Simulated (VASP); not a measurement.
**GaN: single point with PBE**

The system is GaN.

```
CELL_PARAMETERS angstrom
-4.54848 -4.54848 0.00000
0.00000 -4.54848 4.54848
-4.54848 0.00000 4.54848
ATOMIC_POSITIONS crystal
Ga 0.50000 0.50000 0.00000
Ga 0.00000 0.50000 0.00000
Ga 0.50000 0.00000 0.00000
Ga 0.00000 0.00000 0.00000
Ga 0.50000 0.50000 0.50000
Ga 0.00000 0.50000 0.50000
Ga 0.50000 0.00000 0.50000
Ga 0.00000 0.00000 0.50000
N 0.37500 0.37500 0.37500
N 0.87500 0.37500 0.37500
N 0.37500 0.87500 0.37500
N 0.87500 0.87500 0.37500
N 0.37500 0.37500 0.87500
N 0.87500 0.37500 0.87500
N 0.37500 0.87500 0.87500
N 0.87500 0.87500 0.87500
```

```json
{
 "Program": "VASP 6.6.1",
 "Task": "single point",
 "Functional": "PBE",
 "Potentials or basis": "VASP PAW PBE potentials, release 64 (Ga_d, N)",
 "Cutoff": "520 eV",
 "k mesh": "4 × 4 × 4",
 "Occupations": "gaussian, width 0.05 eV",
 "Spin": "no spin polarisation",
 "Dipole correction": "no",
 "Further INCAR settings": "LREAL = Auto; ALGO = Normal; EDIFF = 1e-07; NBANDS = 86"
}
```

```yaml
Pressure: 0.1 GPa
Band_gap_on_the_k_mesh: 1.55 eV
```

Levels at points of the mesh, in eV from the valence-band top:
```tsv
k point	band 69	band 70	band 71	band 72	band 73	band 74	band 75	band 76
(0.00, 0.00, 0.00)	-0.93	0.00	0.00	0.00	1.55	3.34	3.34	3.34
(0.50, 0.00, 0.00)	-0.50	-0.50	-0.50	-0.50	3.89	3.89	5.31	5.31
(0.50, 0.50, 0.00)	-0.99	-0.99	-0.99	-0.99	4.47	4.47	6.17	6.17
```

Wall time 4.4 min on 1 thread of Intel(R) Xeon(R) Platinum 8375C CPU @ 2.90GHz (Ice Lake), with other jobs on the host, peak memory 0.37 GiB.

As with any semilocal functional, this PBE gap is likely too small.
